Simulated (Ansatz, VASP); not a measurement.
TiAl in VASP and in Ansatz

```
Ti Al
1.0
     2.86726    0.00000    0.00000
    -1.43363    2.44588    0.00000
     0.00000    0.00000    4.67808
Ti Al
1 1
Direct
  0.00000 0.00000 0.00000
  0.33333 0.66667 0.50000
```

Change from the starting cell: strain -0.0150 x Voigt [0, 1, 0, 0, 0, 0], atoms carried along.

Alike in both runs: task single point; functional PBEsol; k mesh 18 × 18 × 10; occupations gaussian, width 0.15 eV; no spin polarisation.

```csv
,VASP,Ansatz
version,VASP 6.6.1,Ansatz 0.2.0
potentials or method,"VASP PAW PBE potentials, release 64 (Ti_sv, Al), cutoff 520 eV","scalar-relativistic, plane waves, PAW"
valence electrons in the cell,15,15
```

Ansatz gave:

* gap on the k mesh at the Fermi level (eV): none
* pressure (GPa): -1.3
* traceless stress, the component that is largest in VASP (GPa): -1.53
* rms of the force components (eV/Å): 0.027

Task: What did VASP give for the same quantities?

Result: gap on the k mesh at the Fermi level (eV): none; pressure (GPa): -1.4; traceless stress, the component that is largest in VASP (GPa): -1.46; rms of the force components (eV/Å): 0.027.

VASP's potentials were made for PBE, not for PBEsol. Atom by atom the forces differ by 0.000 eV/Å (rms over components). A gap of «none» marks a metal or a gap that the smearing closes.
